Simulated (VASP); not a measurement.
Wanted: the native input for a VASP 6.6.1 run.

```yaml
Task: single point
Functional: PBE-based global hybrid
Potentials_or_basis: VASP PAW PBE potentials, release 64 (Cu, F)
Cutoff: 520 eV
k_mesh: 4 × 4 × 4
Occupations: fermi-dirac, width 0.02 eV
Spin: no spin polarisation
Dipole_correction: no
Grid_for_exact_exchange_PRECFOCK: Normal
Share_of_exact_exchange: 0.3
Further_INCAR_settings: ALGO = Normal; EDIFF = 1e-06; NBANDS = 16
```

CuF:

```
CELL_PARAMETERS angstrom
2.73846 0.00000 0.00000
0.00000 2.73846 0.00000
0.00000 0.00000 2.73846
ATOMIC_POSITIONS crystal
Cu 0.00000 0.00000 0.00000
F 0.50000 0.50000 0.50000
```

One way to write it, as run:

POSCAR

```
CuF
1.0
    2.7384616615      0.0000000000      0.0000000000
    0.0000000000      2.7384616615      0.0000000000
    0.0000000000      0.0000000000      2.7384616615
Cu F
1 1
Direct
    0.0000000000      0.0000000000      0.0000000000
    0.5000000000      0.5000000000      0.5000000000
```

INCAR.step1

```
SYSTEM = CuF
PREC = Accurate
ENCUT = 520
EDIFF = 1E-5
ISMEAR = -1
SIGMA = 0.02
LREAL = .FALSE.
LASPH = .TRUE.
NELM = 100
ALGO = Normal
ISIF = 2
LWAVE = .TRUE.
LCHARG = .FALSE.
NBANDS = 16
GGA = PE
```

INCAR.step2

```
SYSTEM = CuF
PREC = Accurate
ENCUT = 520
EDIFF = 1E-6
ISMEAR = -1
SIGMA = 0.02
LREAL = .FALSE.
LASPH = .TRUE.
NELM = 100
ALGO = Normal
ISIF = 2
LWAVE = .FALSE.
LCHARG = .FALSE.
GGA = PE
LHFCALC = .TRUE.
AEXX = 0.3
PRECFOCK = Normal
NBANDS = 16
ISTART = 1
```

KPOINTS

```
Automatic mesh
0
G
  4 4 4
  0 0 0
```

Potentials or basis: VASP PAW PBE potentials, release 64 (Cu, F).

Command:

```console
$ cat potpaw_PBE.64/Cu/POTCAR potpaw_PBE.64/F/POTCAR > POTCAR
$ cp INCAR.step1 INCAR
$ mpirun -np 1 vasp_std > vasp.out
$ cp INCAR.step2 INCAR
$ mpirun -np 1 vasp_std > vasp.out
```

Results of the run:

| Quantity | Value |
| --- | --- |
| Pressure | 1.8 GPa |
| Band gap on the k mesh | 1.47 eV, indirect (least direct gap 2.13 eV) |

Caveat: the k points lie up to 0.57 Å⁻¹ apart; the PAW data sets were made with another functional, which shifts forces and pressure a little.

It took 67 s on 1 thread of Intel(R) Xeon(R) 6975P-C (Granite Rapids) (shared host), peak memory 0.13 GiB.
